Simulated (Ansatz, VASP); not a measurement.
**One calculation of Al3Cu, two programs**

Contents of INCAR:

```
SYSTEM = Al3Cu
PREC = Accurate
ENCUT = 520
EDIFF = 1E-6
ISMEAR = 0
SIGMA = 0.1
LREAL = .FALSE.
LASPH = .TRUE.
NELM = 80
ALGO = Normal
ISIF = 2
LWAVE = .FALSE.
LCHARG = .FALSE.
GGA = PS
NBANDS = 18
```

The input KPOINTS:

```
Automatic mesh
0
G
  12 12 12
  0 0 0
```

The input POSCAR:

```
Al3Cu
1.0
    4.0770751645      0.0000000000      0.0000000000
    0.0000000000      4.0770751645      0.0000000000
    0.0000000000      0.0000000000      4.0770751645
Al Cu
3 1
Direct
    0.0000000000      0.5000000000      0.5000000000
    0.5000000000      0.0000000000      0.5000000000
    0.5000000000      0.5000000000      0.0000000000
    0.0000000000      0.0000000000      0.0000000000
```

Input for Ansatz:

```yaml
crystal:
  lattice:
    - [4.0770751645, 0.0, 0.0]
    - [0.0, 4.0770751645, 0.0]
    - [0.0, 0.0, 4.0770751645]
  atoms:
    - { symbol: Al, position: [0.0, 0.5, 0.5] }
    - { symbol: Al, position: [0.5, 0.0, 0.5] }
    - { symbol: Al, position: [0.5, 0.5, 0.0] }
    - { symbol: Cu, position: [0.0, 0.0, 0.0] }
basis:
  ecutwfc: 420
kpoints:
  mp_grid: { grid: [12, 12, 12] }
hamiltonian:
  xc: pbesol
scf:
  occupations: { method: gaussian, width: 0.1 }
output:
  forces: true
  stress: true
  eigenvalues: true
```

Alike in both runs: task single point; functional PBEsol; k mesh 12 × 12 × 12; occupations gaussian, width 0.1 eV; no spin polarisation.

|  | VASP | Ansatz |
| --- | --- | --- |
| version | VASP 6.6.1 | Ansatz 0.2.0 |
| potentials or method | VASP PAW PBE potentials, release 64 (Al, Cu), cutoff 520 eV | scalar-relativistic, plane waves, PAW |
| valence electrons in the cell | 20 | 28 |

```tsv
	VASP	Ansatz	Ansatz less VASP
gap on the k mesh at the Fermi level (eV)	none	none	-
pressure (GPa)	-10.2	-10.3	-0.13
```

VASP's potentials were made for PBE, not for PBEsol. A gap of «none» marks a metal or a gap that the smearing closes. VASP's potentials hold 20 valence electrons a cell and Ansatz's 28, so a difference there can come from the potentials and not from the codes.
